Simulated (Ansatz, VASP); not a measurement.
## Two plane-wave programs on SnO

File INCAR:

```
SYSTEM = SnO
ALGO = Normal
EDIFF = 1E-6
ENCUT = 520
ISIF = 2
ISMEAR = 0
LASPH = .TRUE.
LCHARG = .FALSE.
LREAL = .FALSE.
LWAVE = .FALSE.
NBANDS = 28
NELM = 80
PREC = Accurate
SIGMA = 0.15
```

The input KPOINTS:

```
k-points
0
G
  12 12 10
  0 0 0
```

Contents of POSCAR:

```
SnO
1.0
    3.7586344282      0.0000000000      0.0000000000
    0.0000000000      3.7586344282      0.0000000000
    0.0000000000      0.0000000000      4.1145771086
Sn O
2 2
Direct
    0.0000000000      0.5000000000      0.2457459271
    0.5000000000      0.0000000000      0.7542540729
    0.0000000000      0.0000000000      0.0000000000
    0.5000000000      0.5000000000      0.0000000000
```

Input for Ansatz:

```yaml
crystal:
  lattice:
    - [3.7586344282, 0.0, 0.0]
    - [0.0, 3.7586344282, 0.0]
    - [0.0, 0.0, 4.1145771086]
  atoms:
    - { symbol: Sn, position: [0.0, 0.5, 0.2457459271] }
    - { symbol: Sn, position: [0.5, 0.0, 0.7542540729] }
    - { symbol: O, position: [0.0, 0.0, 0.0] }
    - { symbol: O, position: [0.5, 0.5, 0.0] }
basis:
  ecutwfc: 520.0
kpoints:
  mp_grid: { grid: [12, 12, 10] }
hamiltonian:
  xc: lda
scf:
  occupations: { method: gaussian, width: 0.15 }
output:
  forces: true
  stress: true
  eigenvalues: true
  write_density: true
  write_potential: true
  elf: true
  volumetric_format: npy
```

Alike in both runs: task single point; functional LDA; k mesh 12 × 12 × 10; occupations gaussian, width 0.15 eV; no spin polarisation.

```csv
,VASP,Ansatz
version,VASP 6.6.1,Ansatz 0.2.0
potentials or method,"VASP PAW LDA potentials, release 64 (Sn_d, O), cutoff 520 eV","scalar-relativistic, plane waves, PAW"
valence electrons in the cell,40,40
```

```csv
,VASP,Ansatz,Ansatz less VASP
gap on the k mesh at the Fermi level (eV),none,none,-
pressure (GPa),15.3,14.6,-0.66
"traceless stress, the component that is largest in VASP (GPa)",2.99,3.09,+0.100
rms of the force components (eV/Å),0.913,0.856,-0.0562
```

LDA's correlation is that of Perdew and Zunger in VASP and of Perdew and Wang (1992) in Ansatz. Atom by atom the forces differ by 0.056 eV/Å (rms over components). A gap of «none» marks a metal or a gap that the smearing closes.
